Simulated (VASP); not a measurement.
Write the native input for VASP 6.6.1 that does the following.

```
Task                   : single point
Functional             : PBEsol
Potentials or basis    : VASP PAW PBE potentials, release 64 (C)
Cutoff                 : 520 eV
k mesh                 : 21 × 21 × 6
Occupations            : gaussian, width 0.1 eV
Spin                   : no spin polarisation
Dipole correction      : no
Further INCAR settings : ALGO = Normal; EDIFF = 1e-06; NBANDS = 16
```

The structure of C lies in POSCAR:

```
C
1.0
    2.4588792268      0.0000000000      0.0000000000
   -1.2294396134      2.1294518752      0.0000000000
    0.0000000000      0.0000000000      7.3070295267
C
4
Direct
    0.0000000000      0.0000000000      0.2500000000
    0.0000000000      0.0000000000      0.7500000000
    0.3333333333      0.6666666667      0.2500000000
    0.6666666667      0.3333333333      0.7500000000
```

These files were run (other wordings do the same):

INCAR

```
SYSTEM = C
ALGO     = Normal         ! electronic algorithm
EDIFF    = 1E-6           ! SCF threshold, eV
ENCUT    = 520            ! plane-wave cutoff, eV
GGA      = PS             ! functional
ISIF     = 2              ! what is computed and relaxed
ISMEAR   = 0              ! smearing method
LASPH    = .TRUE.         ! aspherical terms in the spheres
LCHARG   = .FALSE.        ! write CHGCAR
LREAL    = .FALSE.        ! projectors in reciprocal space
LWAVE    = .FALSE.        ! write WAVECAR
NBANDS   = 16             ! bands
NELM     = 100            ! most SCF steps
PREC     = Accurate       ! precision mode
SIGMA    = 0.1            ! smearing width, eV
```

KPOINTS

```
k-points
0
G
  21 21 6
  0 0 0
```

Potentials or basis: VASP PAW PBE potentials, release 64 (C).

Command:

```console
$ cat potpaw_PBE.64/C/POTCAR > POTCAR
$ mpirun -np 1 vasp_std > vasp.out
```

It gave:

```
Pressure               : 0.6 GPa
Band gap on the k mesh : zero (bands 8 and 9 overlap by 0.01 eV)
```

Caveat: this functional lacks dispersion, which binds the layers, so the pressure and a relaxed spacing across them are unreliable; the PAW data sets were made with another functional, which shifts forces and pressure a little.

Run time: 2.1 min on 1 thread of Intel Xeon 8259CL, with other jobs on the host, peak memory 0.2 GiB.
